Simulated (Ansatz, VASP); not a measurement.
**Two plane-wave programs on Zn2H3**

The input INCAR:

```
PREC = Accurate
ENCUT = 600
EDIFF = 1E-7
ISMEAR = 0
SIGMA = 0.1
LREAL = F
LASPH = T
NELM = 60
ALGO = Normal
ISIF = 3
LWAVE = F
LCHARG = F
GGA = PE
IBRION = 2
NSW = 90
EDIFFG = -0.04
```

The input KPOINTS:

```
Automatic mesh
0
Gamma
  6 6 6
```

File POSCAR:

```
Zn2H3
1.0
    1.4305950863      0.8259544582      6.6315339025
   -1.4305950863      0.8259544582      6.6315339025
    0.0000000000     -1.6519089164      6.6315339025
Zn H
2 3
Direct
    0.4000000000      0.4000000000      0.4000000000
    0.6000000000      0.6000000000      0.6000000000
    0.0000000000      0.0000000000      0.0000000000
    0.2095000000      0.2095000000      0.2095000000
    0.7905000000      0.7905000000      0.7905000000
```

Input for Ansatz:

```yaml
crystal:
  lattice:
    - [1.4305950863, 0.8259544582, 6.6315339025]
    - [-1.4305950863, 0.8259544582, 6.6315339025]
    - [0.0, -1.6519089164, 6.6315339025]
  atoms:
    - { symbol: Zn, position: [0.4, 0.4, 0.4] }
    - { symbol: Zn, position: [0.6, 0.6, 0.6] }
    - { symbol: H, position: [0.0, 0.0, 0.0] }
    - { symbol: H, position: [0.2095, 0.2095, 0.2095] }
    - { symbol: H, position: [0.7905, 0.7905, 0.7905] }
basis:
  ecutwfc: 420
kpoints:
  mp_grid: { grid: [6, 6, 6] }
hamiltonian:
  xc: pbe
scf:
  occupations: { method: gaussian, width: 0.1 }
  lower_state_search: "off"
output:
  forces: true
  stress: true
  eigenvalues: true
relax:
  adjacent_minimum: "off"
  f_tol: 0.04
  max_steps: 70
  cell: { stress_tol: 0.4 }
```

Alike in both runs: task relaxation of cell and atoms; functional PBE; k mesh 6 × 6 × 6; occupations gaussian, width 0.1 eV; no spin polarisation.

```csv
,VASP,Ansatz
version,VASP 6.6.1,Ansatz 0.2.0
potentials or method,"VASP PAW PBE potentials, release 64 (Zn, H), cutoff 600 eV","scalar-relativistic, plane waves, PAW"
valence electrons in the cell,27,27
```

```csv
,VASP,Ansatz,Ansatz less VASP
"gap on the k mesh at the Fermi level, each at its own relaxed structure (eV)",none,none,-
relaxed volume (Å³/atom),10.17,10.33,+0.162
relaxed cell length with the largest relative difference (Å),6.737,6.832,+0.0943
```

A gap of «none» marks a metal or a gap that the smearing closes.

The k mesh is coarse, so the values compare programs but aren't converged.
